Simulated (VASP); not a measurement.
Wanted: the native input for a VASP 6.6.1 run.

| Item | Value |
| --- | --- |
| Task | relaxation of cell and atoms |
| Functional | r2SCAN |
| Potentials or basis | VASP PAW PBE potentials, release 64 (Ti_sv, Al) |
| Cutoff | 600 eV |
| k mesh | 14 × 14 × 10 |
| Occupations | gaussian, width 0.1 eV |
| Spin | no spin polarisation |
| Target pressure | 20 GPa |
| Dipole correction | no |
| Further INCAR settings | ALGO = Normal; EDIFF = 1e-06; IBRION = 2; EDIFFG = -0.008; NSW = 70; ISIF = 3 |

The system is TiAl.

```xyz
2
Lattice="2.6902 0.0000 0.0000 0.0000 2.6902 0.0000 0.0000 0.0000 3.8913" Properties=species:S:1:pos:R:3 pbc="T T T"
Ti    1.3451    1.3451    1.9456
Al    0.0000    0.0000    0.0000
```

These files were run (other wordings do the same):

POSCAR

```
TiAl
1.0
    2.6902275215      0.0000000000      0.0000000000
    0.0000000000      2.6902275215      0.0000000000
    0.0000000000      0.0000000000      3.8912937512
Ti Al
1 1
Direct
    0.5000000000      0.5000000000      0.5000000000
    0.0000000000      0.0000000000      0.0000000000
```

INCAR.step1

```
SYSTEM = TiAl
  PREC = Accurate
  ENCUT = 600
  ISMEAR = 0
  SIGMA = 0.1
  LREAL = .FALSE.
  LASPH = .TRUE.
  NELM = 100
  GGA = PE
  ALGO = Normal
  EDIFF = 1E-4
  LWAVE = .TRUE.
  LCHARG = .FALSE.
```

INCAR.step2

```
SYSTEM = TiAl
  PREC = Accurate
  ENCUT = 600
  EDIFF = 1E-6
  ISMEAR = 0
  SIGMA = 0.1
  LREAL = .FALSE.
  LASPH = .TRUE.
  NELM = 100
  ALGO = Normal
  ISIF = 3
  LWAVE = .FALSE.
  LCHARG = .FALSE.
  METAGGA = R2SCAN
  LMIXTAU = .TRUE.
  IBRION = 2
  NSW = 70
  EDIFFG = -0.008
  PSTRESS = 200.0
  ISTART = 1
```

KPOINTS

```
Automatic mesh
0
G
  14 14 10
  0 0 0
```

Potentials or basis: VASP PAW PBE potentials, release 64 (Ti_sv, Al).

Run with:

```console
$ cat potpaw_PBE.64/Ti_sv/POTCAR potpaw_PBE.64/Al/POTCAR > POTCAR
$ cp INCAR.step1 INCAR
$ mpirun -np 1 vasp_std > vasp.out
$ cp INCAR.step2 INCAR
$ mpirun -np 1 vasp_std > vasp.out
```

It gave:

| Quantity | Value |
| --- | --- |
| Relaxed volume | 14.12 Å³/atom |
| Relaxed cell | a = 2.693 Å, b = 2.693 Å, c = 3.895 Å, α = 90.00°, β = 90.00°, γ = 90.00° |
| Space group after relaxing (to 0.1 Å) | P4/mmm (No. 123) |
| Energy change on relaxing (the run minimises the enthalpy) | -5.1 meV/atom |
| Ionic steps | 4 |
| Pressure after relaxing | 20.1 GPa |
| Band gap on the k mesh | zero (an odd number of electrons rules out a gap without spin polarisation) |

Caveat: the cell is relaxed towards a set pressure, so the run minimises the enthalpy, not the energy; the PAW data sets were made with another functional, which shifts forces and pressure a little.

Wall time 15 min on 1 thread of Intel Xeon 8259CL (shared host), peak memory 0.24 GiB.
